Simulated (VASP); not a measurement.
# AgCl (Immm) in VASP: further runs, part 2 of 2

VASP 6.6.1. The steps go on from the part before.

**3. Single point, PBE (strain +0.0075 x Voigt [0, 0, 0, 0, 1, 0])**

The input, INCAR:

```
SYSTEM = AgCl
ALGO = Normal
EDIFF = 1E-6
ENCUT = 520
GGA = PE
ISIF = 2
ISMEAR = 0
LASPH = .True.
LCHARG = .False.
LREAL = .False.
LWAVE = .False.
NBANDS = 16
NELM = 80
PREC = Accurate
SIGMA = 0.05
```

The input, KPOINTS:

```
k-points
0
Gamma
  8 8 8
  0 0 0
```

The input, POSCAR:

```
AgCl
1.0
    0.0103993125      2.7731500000      2.7731500000
    2.7835493125      0.0000000000      2.7835493125
    2.7731500000      2.7731500000      0.0103993125
Ag Cl
1 1
Direct
    0.5000000000      0.5000000000      0.5000000000
    0.0000000000      0.0000000000      0.0000000000
```

Potentials or basis: VASP PAW PBE potentials, release 64 (Ag, Cl).

Started as:

```console
$ cat potpaw_PBE.64/Ag/POTCAR potpaw_PBE.64/Cl/POTCAR > POTCAR
$ mpirun -np 1 vasp_std > vasp.out
```

OUTCAR:

```text
SYSTEM = AgCl
   EDIFF = 1E-6
   ENCUT = 520
   GGA = PE
   ISIF = 2
   ISMEAR = 0
   LASPH = .True.
   LREAL = .False.
   NELM = 80
   PREC = Accurate

 ion  position               nearest neighbor table
   1  0.500  0.500  0.500-   2 2.77   2 2.77   2 2.77   2 2.77   2 2.77   2 2.77
   2  0.000  0.000  0.000-   1 2.77   1 2.77   1 2.77   1 2.77   1 2.77   1 2.77

  LATTYP: Found a body centered orthorhombic cell.
 ALAT       =     3.9071194917
 B/A-ratio  =     1.0075282309
 C/A-ratio  =     1.4195368255

  Lattice vectors:

 A1 = (   0.0103993125,  -2.7731500000,   2.7731500000)
 A2 = (  -0.0103993125,  -2.7731500000,  -2.7731500000)
 A3 = (   2.7731500000,   2.7731500000,   0.0103993125)

Analysis of symmetry for initial positions (statically):
=====================================================================
 Subroutine PRICEL returns:
 Original cell was already a primitive cell.

 Routine SETGRP: Setting up the symmetry group for a
 body centered orthorhombic supercell.

 Subroutine GETGRP returns: Found  8 space group operations
 (whereof  8 operations were pure point group operations)
 out of a pool of  8 trial point group operations.

The static configuration has the point symmetry D_2h.

Analysis of symmetry for dynamics (positions and initial velocities):
=====================================================================
 Subroutine PRICEL returns:
 Original cell was already a primitive cell.

 Routine SETGRP: Setting up the symmetry group for a
 body centered orthorhombic supercell.

 Subroutine GETGRP returns: Found  8 space group operations
 (whereof  8 operations were pure point group operations)
 out of a pool of  8 trial point group operations.

The dynamic configuration has the point symmetry D_2h.

 Subroutine INISYM returns: Found  8 space group operations
 (whereof  8 operations are pure point group operations),
 and found     1 'primitive' translations

----------------------------------------------------------------------------------------

                                     Primitive cell

  volume of cell :      42.6524

  direct lattice vectors                    reciprocal lattice vectors
     0.010399313  2.773150000  2.773150000    -0.180979052  0.180300380  0.180979052
     2.783549312  0.000000000  2.783549312     0.179626780 -0.180300380  0.179626780
     2.773150000  2.773150000  0.010399313     0.180979052  0.180300380 -0.180979052

  length of vectors
     3.921840128  3.936533189  3.921840128     0.313073572  0.311512098  0.313073572

  position of ions in fractional coordinates (direct lattice)
     0.500000000  0.500000000  0.500000000
     0.000000000  0.000000000  0.000000000

  ion indices of the primitive-cell ions
   primitive index   ion index
                 1           1
                 2           2

----------------------------------------------------------------------------------------

 KPOINTS: k-points

Automatic generation of k-mesh.
 Grid dimensions read from file:
 generate k-points for:    8    8    8

 Generating k-lattice:

  Cartesian coordinates                     Fractional coordinates (reciprocal lattice)
    -0.022622381  0.022537548  0.022622381     0.125000000  0.000000000 -0.000000000
     0.022453348 -0.022537548  0.022453348     0.000000000  0.125000000  0.000000000
     0.022622381  0.022537548 -0.022622381     0.000000000  0.000000000  0.125000000

  Length of vectors
     0.039134197  0.038939012  0.039134197

  Shift w.r.t. Gamma in fractional coordinates (k-lattice)
     0.000000000  0.000000000  0.000000000

 Subroutine IBZKPT returns following result:
 ===========================================

 Found     95 irreducible k-points:

 Following reciprocal coordinates:
            Coordinates               Weight
  0.000000  0.000000  0.000000      1.000000
  0.125000  0.000000 -0.000000      4.000000
  0.250000  0.000000 -0.000000      4.000000
  0.375000  0.000000 -0.000000      4.000000
  0.500000  0.000000 -0.000000      2.000000
  0.000000  0.125000  0.000000      4.000000
[... 16 lines left out ...]
  0.125000  0.375000 -0.000000      8.000000
  0.250000  0.375000 -0.000000      8.000000
 [... further k-points ...]
   k-points           NKPTS =     95   k-points in BZ     NKDIM =     95   number of bands    NBANDS=     16
   number of dos      NEDOS =    301   number of ions     NIONS =      2
   total plane-waves  NPLWV =  27000
   dimension x,y,z NGX =    30 NGY =   30 NGZ =   30
   dimension x,y,z NGXF=    60 NGYF=   60 NGZF=   60
   ions per type =               1   1
   NGX,Y,Z   is equivalent  to a cutoff of  12.72, 12.67, 12.72 a.u.
   NGXF,Y,Z  is equivalent  to a cutoff of  25.43, 25.34, 25.43 a.u.
 SYSTEM =  AgCl
   PREC   = accura    normal or accurate (medium, high low for compatibility)
   ISTART =      0    job   : 0-new  1-cont  2-samecut
   ICHARG =      2    charge: 1-file 2-atom 10-const
   ISPIN  =      1    spin polarized calculation?
   LNONCOLLINEAR =      F non collinear calculations
   LSORBIT =      F    spin-orbit coupling
   LASPH  =      T    aspherical Exc in radial PAW
   ENCUT  =  520.0 eV  38.22 Ry    6.18 a.u.   7.29  7.32  7.29*2*pi/ulx,y,z
   NELM   =     80;   NELMIN=  2; NELMDL= -5     # of ELM steps
   EDIFF  = 0.1E-05   stopping-criterion for ELM
   LREAL  =      F    real-space projection
   EDIFFG = 0.1E-04   stopping-criterion for IOM
   NSW    =      0    number of steps for IOM
   IBRION =     -1    ionic relax: 0-MD 1-quasi-New 2-CG
   NFREE  =      0    steps in history (QN), initial steepest desc. (CG)
   ISIF   =      2    stress and relaxation
   ISYM   =      2    0-nonsym 1-usesym 2-fastsym
   POTIM  = 0.5000    time-step for ionic-motion
   TEBEG  =    0.0;   TEEND  =   0.0 temperature during run
   PSTRESS=    0.0 pullay stress
   NELECT =      18.0000    total number of electrons
   NUPDOWN=      -1.0000    fix difference up-down
   EMIN   =  10.00;   EMAX   =-10.00  energy-range for DOS
   EFERMI =   0.00;   METHOD = LEGACY
   ISMEAR =     0;   SIGMA  =   0.05  broadening in eV -4-tet -1-fermi 0-gaus
   EFERMI_NEDOS =   21; number of points for ismear=-14 and -15
   IALGO  =     38    algorithm
   IMIX   =      4    mixing-type and parameters
     AMIX     =   0.40;   BMIX     =  1.00
     AMIX_MAG =   1.60;   BMIX_MAG =  1.00
  volume/ion in A,a.u.               =      21.33       143.92
  Fermi-wavevector in a.u.,A,eV,Ry     =   1.227960  2.320509 20.516043  1.507887
  Thomas-Fermi vector in A             =   2.362904
   LORBIT       =      0    0 simple, 1 ext, 2 COOP (PROOUT), +10 PAW based schemes
   GGA     = PE    functional components
   LHFCALC =     F    Hartree Fock is set to
   AEXX    =    0.0000 exact exchange contribution
   IVDW    =     0    specifies the selected vdW correction
   LEPSILON=     F    determine dielectric tensor
   LRPA    =     F    only Hartree local field effects (RPA)
 non-spin polarized calculation
 Gauss-broadening in eV      SIGMA  =   0.05
  energy-cutoff  :      520.00
  volume of cell :       42.65
 maximum number of plane-waves:      1167
 NGX is ok and might be reduce to    30
   NGX = 15   NGY = 15   NGZ = 15

 number of electron      18.0000005 magnetization

 Free energy of the ion-electron system (eV)
  ---------------------------------------------------
  ext. energy  EPLUGINS =         0.00000000
  ---------------------------------------------------
  free energy    TOTEN  =        -5.39437184 eV

  energy without entropy =       -5.39437184  energy(sigma->0) =       -5.39437184

 E-fermi :   4.0667     XC(G=0):  -9.9654

 val. band max:        3.8241078887   @ k =   0.5000   0.0000  -0.0000
 cond. band min:       4.7261240359   @ k =   0.0000   0.0000   0.0000
 fundamental gap:      0.9020161472
 Fermi energy:         4.0667306881

 k-point     1 :       0.0000    0.0000    0.0000
  band No.  band energies     occupation
      1     -11.3308      2.00000
      2       1.3725      2.00000
      3       1.3774      2.00000
      4       1.3838      2.00000
      5       1.4193      2.00000
      6       1.4197      2.00000
[... 8 lines left out ...]
     15      17.1070      0.00000
     16      17.1371      0.00000
[... 419 lines left out ...]
 k-point    24 :       0.2500    0.3750   -0.0000
  band No.  band energies     occupation
      1     -10.9747      2.00000
      2      -0.7939      2.00000
      3       0.3165      2.00000
      4       0.4284      2.00000
      5       1.3238      2.00000
      6       1.7086      2.00000
[... 8 lines left out ...]
     15      18.4392      0.00000
     16      19.5008      0.00000

 [... further k-points ...]
[... 5 lines left out ...]
  --------------------------------------------------------------------------------------
  -------------------------------------------------------------------------------------
  Total        0.3910473      0.3909341      0.3910473      0.0000000      0.0000000     -0.0106810
  in kB       14.6891247     14.6848703     14.6891247      0.0000000      0.0000000     -0.4012168
  external PRESSURE =      14.6877066 kB  Pullay stress =       0.0000000 kB

 VOLUME and BASIS-vectors are now :
 -----------------------------------------------------------------------------
  energy-cutoff  :      520.00
  volume of cell :       42.65
      direct lattice vectors                 reciprocal lattice vectors
     0.010399313  2.773150000  2.773150000    -0.180979052  0.180300380  0.180979052
     2.783549312  0.000000000  2.783549312     0.179626780 -0.180300380  0.179626780
     2.773150000  2.773150000  0.010399313     0.180979052  0.180300380 -0.180979052

 POSITION                                       TOTAL-FORCE (eV/Angst)
 -----------------------------------------------------------------------------------
      2.78355      2.77315      2.78355         0.000000      0.000000     -0.000000
      0.00000      0.00000      0.00000         0.000000     -0.000000      0.000000
 -----------------------------------------------------------------------------------
    total drift:                                0.000000      0.000000      0.000000

  FREE ENERGIE OF THE ION-ELECTRON SYSTEM (eV)
  ---------------------------------------------------
  free  energy   TOTEN  =        -5.3943718350 eV

  energy  without entropy=       -5.3943718350  energy(sigma->0) =       -5.39437184
```

OSZICAR:

```text
N       E                     dE             d eps       ncg     rms          rms(c)
DAV:   1     0.907931570504E+02    0.90793E+02   -0.85862E+03  3048   0.101E+03
DAV:   2    -0.254499221774E+01   -0.93338E+02   -0.85612E+02  3856   0.215E+02
DAV:   3    -0.556267017202E+01   -0.30177E+01   -0.30096E+01  3752   0.392E+01
DAV:   4    -0.557753612745E+01   -0.14866E-01   -0.14865E-01  3960   0.317E+00
DAV:   5    -0.557769589201E+01   -0.15976E-03   -0.15976E-03  3720   0.328E-01    0.616E+00
DAV:   6    -0.539886582267E+01    0.17883E+00   -0.24651E-01  3864   0.643E+00    0.399E+00
DAV:   7    -0.539490577699E+01    0.39600E-02   -0.95681E-02  3760   0.206E+00    0.197E+00
DAV:   8    -0.539422439417E+01    0.68138E-03   -0.46127E-03  3544   0.699E-01    0.312E-01
DAV:   9    -0.539430298634E+01   -0.78592E-04   -0.49497E-04  3776   0.276E-01    0.388E-02
DAV:  10    -0.539436765279E+01   -0.64666E-04   -0.91203E-05  3696   0.843E-02    0.285E-02
DAV:  11    -0.539437173763E+01   -0.40848E-05   -0.47096E-06  3968   0.153E-02    0.351E-03
DAV:  12    -0.539437183504E+01   -0.97411E-07   -0.44105E-07  2200   0.534E-03
   1 F= -.53943718E+01 E0= -.53943718E+01  d E =-.105001E-13
```

stdout:

```text
POSCAR found type information on POSCAR AgCl
 POSCAR found :  2 types and       2 ions
 scaLAPACK will be used
 LDA part: xc-table for (Slater+PW92), standard interpolation
 POSCAR, INCAR and KPOINTS ok, starting setup
 FFT: planning ... GRIDC
 FFT: planning ... GRID_SOFT
 FFT: planning ... GRID
 WAVECAR not read
 entering main loop
```

It took 55 s on 1 thread of Intel Xeon Platinum 8259CL at 2.50GHz (Skylake/Cascade Lake), shared host; peak memory 0.21 GiB.

Results:

* Free energy: -5.3944 eV
* Pressure: 1.5 GPa
* Band gap on the k mesh: 0.90 eV, indirect (least direct gap 3.18 eV)

Caveat: the cell differs from its parent crystal (strain +0.0075 x Voigt [0, 0, 0, 0, 1, 0]). A k mesh can miss the band edges.
